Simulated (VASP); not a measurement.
Here is a VASP 6.6.1 calculation.

The input INCAR:

```
SYSTEM = Al2Rh
PREC = Accurate ; ENCUT = 520
EDIFF = 1E-6 ; ISMEAR = 0
SIGMA = 0.1 ; LREAL = .False.
LASPH = .True. ; NELM = 60
ALGO = Normal ; ISIF = 2
LWAVE = .False. ; LCHARG = .False.
GGA = PE ; NBANDS = 30
```

File KPOINTS:

```
regular mesh
0
Gamma
  6 6 4
  0 0 0
```

File POSCAR:

```
Al2Rh
1.0
    4.3297323021      0.0000000000      0.0000000000
   -2.1648661511      3.7496581652      0.0000000000
    0.0000000000      0.0000000000      5.3561221429
Al Rh
4 2
Direct
    0.3333333333      0.6666666667      0.7500000000
    0.6666666667      0.3333333333      0.2500000000
    0.0000000000      0.0000000000      0.0000000000
    0.0000000000      0.0000000000      0.5000000000
    0.3333333333      0.6666666667      0.2500000000
    0.6666666667      0.3333333333      0.7500000000
```

Potentials or basis: VASP PAW PBE potentials, release 64 (Al, Rh_pv).

The run is started by

```sh
$ cat potpaw_PBE.64/Al/POTCAR potpaw_PBE.64/Rh_pv/POTCAR > POTCAR
$ mpirun -np 1 vasp_std > vasp.out
```

(1) Predict the band gap on the k mesh.

(2) Estimate the pressure.

Answers

(1) zero (band 21 reaches 11.46 eV, above the bottom of band 22 at 8.80 eV).

(2) -0.1 GPa.
